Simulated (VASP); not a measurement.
# ZrO2 (ae) (Fm-3m) in VASP: single point with PBEsol

Aim: the single point of ZrO2 (ae) with PBEsol.

All numbers are computed with VASP 6.6.1; they aren't measurements. Logs are shortened: lines on timing, memory, paths and dates and some standing lists are left out, and cuts for length are marked.

**1. The cell of the first run**

It takes space group Fm-3m (No. 225, cubic). Conventional cell: a = 5.064 Å, b = 5.064 Å, c = 5.064 Å, α = 90.00°, β = 90.00°, γ = 90.00°. Within 2.9 Å of Zr (site symmetry m-3m) lie 8 O at 2.19 Å. Within 2.9 Å of O (site symmetry -43m) lie 4 Zr at 2.19 Å and 6 O at 2.53 Å.

**2. Single point, PBEsol**

Input file INCAR:

```
ALGO = Normal ; EDIFF = 1E-6
ENCUT = 600 ; GGA = PS
GGA_COMPAT = False ; ISIF = 2
ISMEAR = 0 ; LASPH = True
LCHARG = False ; LREAL = False
LWAVE = False ; NBANDS = 19
NELM = 120 ; PREC = Accurate
SIGMA = 0.02
```

Input file KPOINTS:

```
k-points
0
Gamma
  8 8 8
```

Input file POSCAR:

```
ZrO2
1.0
    0.0000000000      2.5321241489      2.5321241489
    2.5321241489      0.0000000000      2.5321241489
    2.5321241489      2.5321241489      0.0000000000
Zr O
1 2
Direct
    0.0000000000      0.0000000000      0.0000000000
    0.2500000000      0.2500000000      0.2500000000
    0.7500000000      0.7500000000      0.7500000000
```

Potentials or basis: VASP PAW PBE potentials, release 64 (Zr_sv, O).

On the command line:

```sh
$ cat potpaw_PBE.64/Zr_sv/POTCAR potpaw_PBE.64/O/POTCAR > POTCAR
$ mpirun -np 1 vasp_std > vasp.out
```

OUTCAR:

```text
EDIFF = 1E-6
   ENCUT = 600
   GGA = PS
   ISIF = 2
   ISMEAR = 0
   LASPH = True
   LREAL = False
   NELM = 120
   PREC = Accurate

 ion  position               nearest neighbor table
   1  0.000  0.000  0.000-   2 2.19   3 2.19   3 2.19   3 2.19   3 2.19   2 2.19   2 2.19   2 2.19

   2  0.250  0.250  0.250-   1 2.19   1 2.19   1 2.19   1 2.19
   3  0.750  0.750  0.750-   1 2.19   1 2.19   1 2.19   1 2.19

  LATTYP: Found a face centered cubic cell.
 ALAT       =     5.0642482978

  Lattice vectors:

 A1 = (   0.0000000000,   2.5321241489,   2.5321241489)
 A2 = (   2.5321241489,   0.0000000000,   2.5321241489)
 A3 = (   2.5321241489,   2.5321241489,   0.0000000000)

Analysis of symmetry for initial positions (statically):
=====================================================================
 Subroutine PRICEL returns:
 Original cell was already a primitive cell.

 Routine SETGRP: Setting up the symmetry group for a
 face centered cubic supercell.

 Subroutine GETGRP returns: Found 48 space group operations
 (whereof 48 operations were pure point group operations)
 out of a pool of 48 trial point group operations.

The static configuration has the point symmetry O_h .

Analysis of symmetry for dynamics (positions and initial velocities):
=====================================================================
 Subroutine PRICEL returns:
 Original cell was already a primitive cell.

 Routine SETGRP: Setting up the symmetry group for a
 face centered cubic supercell.

 Subroutine GETGRP returns: Found 48 space group operations
 (whereof 48 operations were pure point group operations)
 out of a pool of 48 trial point group operations.

The dynamic configuration has the point symmetry O_h .

 Subroutine INISYM returns: Found 48 space group operations
 (whereof 48 operations are pure point group operations),
 and found     1 'primitive' translations

----------------------------------------------------------------------------------------

                                     Primitive cell

  volume of cell :      32.4702

  direct lattice vectors                    reciprocal lattice vectors
     0.000000000  2.532124149  2.532124149    -0.197462672  0.197462672  0.197462672
     2.532124149  0.000000000  2.532124149     0.197462672 -0.197462672  0.197462672
     2.532124149  2.532124149  0.000000000     0.197462672  0.197462672 -0.197462672

  length of vectors
     3.580964313  3.580964313  3.580964313     0.342015380  0.342015380  0.342015380

  position of ions in fractional coordinates (direct lattice)
     0.000000000  0.000000000  0.000000000
     0.250000000  0.250000000  0.250000000
     0.750000000  0.750000000  0.750000000

  ion indices of the primitive-cell ions
   primitive index   ion index
                 1           1
                 2           2
                 3           3

----------------------------------------------------------------------------------------

 KPOINTS: k-points

Automatic generation of k-mesh.
 Grid dimensions read from file:
 generate k-points for:    8    8    8

 Generating k-lattice:

  Cartesian coordinates                     Fractional coordinates (reciprocal lattice)
    -0.024682834  0.024682834  0.024682834     0.125000000  0.000000000  0.000000000
     0.024682834 -0.024682834  0.024682834     0.000000000  0.125000000  0.000000000
     0.024682834  0.024682834 -0.024682834     0.000000000  0.000000000  0.125000000

  Length of vectors
     0.042751923  0.042751923  0.042751923

  Shift w.r.t. Gamma in fractional coordinates (k-lattice)
     0.000000000  0.000000000  0.000000000

 Subroutine IBZKPT returns following result:
 ===========================================

 Found     29 irreducible k-points:

 Following reciprocal coordinates:
            Coordinates               Weight
  0.000000  0.000000  0.000000      1.000000
  0.125000  0.000000  0.000000      8.000000
  0.250000  0.000000  0.000000      8.000000
  0.375000  0.000000  0.000000      8.000000
  0.500000  0.000000  0.000000      4.000000
  0.125000  0.125000  0.000000      6.000000
[... 16 lines left out ...]
  0.500000  0.250000  0.125000     48.000000
 -0.375000  0.250000  0.125000     24.000000
 [... further k-points ...]
   k-points           NKPTS =     29   k-points in BZ     NKDIM =     29   number of bands    NBANDS=     19
   number of dos      NEDOS =    301   number of ions     NIONS =      3
   total plane-waves  NPLWV =  27000
   dimension x,y,z NGX =    30 NGY =   30 NGZ =   30
   dimension x,y,z NGXF=    60 NGYF=   60 NGZF=   60
   ions per type =               1   2
   NGX,Y,Z   is equivalent  to a cutoff of  13.93, 13.93, 13.93 a.u.
   NGXF,Y,Z  is equivalent  to a cutoff of  27.85, 27.85, 27.85 a.u.
 SYSTEM =  unknown system
   PREC   = accura    normal or accurate (medium, high low for compatibility)
   ISTART =      0    job   : 0-new  1-cont  2-samecut
   ICHARG =      2    charge: 1-file 2-atom 10-const
   ISPIN  =      1    spin polarized calculation?
   LNONCOLLINEAR =      F non collinear calculations
   LSORBIT =      F    spin-orbit coupling
   LASPH  =      T    aspherical Exc in radial PAW
   ENCUT  =  600.0 eV  44.10 Ry    6.64 a.u.   7.15  7.15  7.15*2*pi/ulx,y,z
   NELM   =    120;   NELMIN=  2; NELMDL= -5     # of ELM steps
   EDIFF  = 0.1E-05   stopping-criterion for ELM
   LREAL  =      F    real-space projection
   EDIFFG = 0.1E-04   stopping-criterion for IOM
   NSW    =      0    number of steps for IOM
   IBRION =     -1    ionic relax: 0-MD 1-quasi-New 2-CG
   NFREE  =      0    steps in history (QN), initial steepest desc. (CG)
   ISIF   =      2    stress and relaxation
   ISYM   =      2    0-nonsym 1-usesym 2-fastsym
   POTIM  = 0.5000    time-step for ionic-motion
   TEBEG  =    0.0;   TEEND  =   0.0 temperature during run
   PSTRESS=    0.0 pullay stress
   NELECT =      24.0000    total number of electrons
   NUPDOWN=      -1.0000    fix difference up-down
   EMIN   =  10.00;   EMAX   =-10.00  energy-range for DOS
   EFERMI =   0.00;   METHOD = LEGACY
   ISMEAR =     0;   SIGMA  =   0.02  broadening in eV -4-tet -1-fermi 0-gaus
   EFERMI_NEDOS =   21; number of points for ismear=-14 and -15
   IALGO  =     38    algorithm
   IMIX   =      4    mixing-type and parameters
     AMIX     =   0.40;   BMIX     =  1.00
     AMIX_MAG =   1.60;   BMIX_MAG =  1.00
  volume/ion in A,a.u.               =      10.82        73.04
  Fermi-wavevector in a.u.,A,eV,Ry     =   1.480188  2.797150 29.809778  2.190957
  Thomas-Fermi vector in A             =   2.594253
   LORBIT       =      0    0 simple, 1 ext, 2 COOP (PROOUT), +10 PAW based schemes
   GGA     = PS    functional components
   LHFCALC =     F    Hartree Fock is set to
   AEXX    =    0.0000 exact exchange contribution
   IVDW    =     0    specifies the selected vdW correction
   LEPSILON=     F    determine dielectric tensor
   LRPA    =     F    only Hartree local field effects (RPA)
 non-spin polarized calculation
 Gauss-broadening in eV      SIGMA  =   0.02
  energy-cutoff  :      600.00
  volume of cell :       32.47
 maximum number of plane-waves:      1106
 NGX is ok and might be reduce to    30
   NGX = 15   NGY = 15   NGZ = 15

 number of electron      23.9999997 magnetization

 Free energy of the ion-electron system (eV)
  ---------------------------------------------------
  ext. energy  EPLUGINS =         0.00000000
  ---------------------------------------------------
  free energy    TOTEN  =       -29.92923764 eV

  energy without entropy =      -29.92923764  energy(sigma->0) =      -29.92923764

 E-fermi :   7.5149     XC(G=0): -12.1388

 val. band max:        7.2600378664   @ k =   0.5000   0.5000   0.0000
 cond. band min:      10.5831011100   @ k =   0.0000   0.0000   0.0000
 fundamental gap:      3.3230632436
 Fermi energy:         7.5148697661

 k-point     1 :       0.0000    0.0000    0.0000
  band No.  band energies     occupation
      1     -40.6181      2.00000
      2     -18.4818      2.00000
      3     -18.4818      2.00000
      4     -18.4818      2.00000
      5     -10.9525      2.00000
      6      -8.2848      2.00000
[... 11 lines left out ...]
     18      16.8474      0.00000
     19      21.5458      0.00000

 k-point     2 :       0.1250    0.0000    0.0000
  band No.  band energies     occupation
      1     -40.6106      2.00000
      2     -18.6053      2.00000
      3     -18.4932      2.00000
      4     -18.4932      2.00000
      5     -10.7210      2.00000
      6      -8.4506      2.00000
[... 11 lines left out ...]
     18      16.6066      0.00000
     19      21.2423      0.00000

 k-point     3 :       0.2500    0.0000    0.0000
  band No.  band energies     occupation
      1     -40.5922      2.00000
      2     -18.8816      2.00000
      3     -18.5205      2.00000
      4     -18.5205      2.00000
      5     -10.2296      2.00000
      6      -8.7395      2.00000
[... 11 lines left out ...]
     18      16.3908      0.00000
     19      20.5920      0.00000

 k-point     4 :       0.3750    0.0000    0.0000
  band No.  band energies     occupation
      1     -40.5737      2.00000
      2     -19.1330      2.00000
      3     -18.5474      2.00000
      4     -18.5474      2.00000
      5      -9.9676      2.00000
      6      -8.7402      2.00000
[... 407 lines left out ...]
     18      17.0244      0.00000
     19      21.4280      0.00000

 k-point    23 :       0.5000    0.2500    0.1250
  band No.  band energies     occupation
      1     -40.5636      2.00000
      2     -19.0856      2.00000
      3     -18.7429      2.00000
      4     -18.5871      2.00000
      5      -9.5149      2.00000
      6      -9.0100      2.00000
[... 11 lines left out ...]
     18      17.7705      0.00000
     19      21.6299      0.00000

 k-point    24 :      -0.3750    0.2500    0.1250
  band No.  band energies     occupation
      1     -40.5575      2.00000
      2     -19.1299      2.00000
      3     -18.7850      2.00000
      4     -18.6023      2.00000
      5      -9.5363      2.00000
      6      -8.8697      2.00000
[... 11 lines left out ...]
     18      17.8267      0.00000
     19      21.9122      0.00000

 [... further k-points ...]

------------------------ aborting loop because EDIFF is reached ----------------------------------------

  FORCE on cell =-STRESS in cart. coord.  units (eV):
  Direction    XX          YY          ZZ          XY          YZ          ZX
  --------------------------------------------------------------------------------------
  -------------------------------------------------------------------------------------
  Total        0.0436730      0.0436730      0.0436730      0.0000000      0.0000000     -0.0000000
  in kB        2.1549568      2.1549568      2.1549568      0.0000000      0.0000000     -0.0000000
  external PRESSURE =       2.1549568 kB  Pullay stress =       0.0000000 kB

 VOLUME and BASIS-vectors are now :
 -----------------------------------------------------------------------------
  energy-cutoff  :      600.00
  volume of cell :       32.47
      direct lattice vectors                 reciprocal lattice vectors
     0.000000000  2.532124149  2.532124149    -0.197462672  0.197462672  0.197462672
     2.532124149  0.000000000  2.532124149     0.197462672 -0.197462672  0.197462672
     2.532124149  2.532124149  0.000000000     0.197462672  0.197462672 -0.197462672

 POSITION                                       TOTAL-FORCE (eV/Angst)
 -----------------------------------------------------------------------------------
      0.00000      0.00000      0.00000         0.000000     -0.000000     -0.000000
      1.26606      1.26606      1.26606        -0.000000     -0.000000     -0.000000
      3.79819      3.79819      3.79819         0.000000      0.000000      0.000000
 -----------------------------------------------------------------------------------
    total drift:                                0.000000     -0.000000      0.000000

  FREE ENERGIE OF THE ION-ELECTRON SYSTEM (eV)
  ---------------------------------------------------
  free  energy   TOTEN  =       -29.9292376399 eV

  energy  without entropy=      -29.9292376399  energy(sigma->0) =      -29.92923764
```

Wall time 31 s (1 thread of AMD EPYC 7R43 (Zen 3), shared host); peak memory 0.14 GiB.

Results:

| Quantity | Value |
| --- | --- |
| Free energy | -29.9292 eV |
| Pressure | 0.2 GPa |
| Band gap on the k mesh | 3.32 eV, indirect (least direct gap 3.76 eV) |

Caveat: the PAW data sets were made with another functional, which shifts forces and pressure a little.
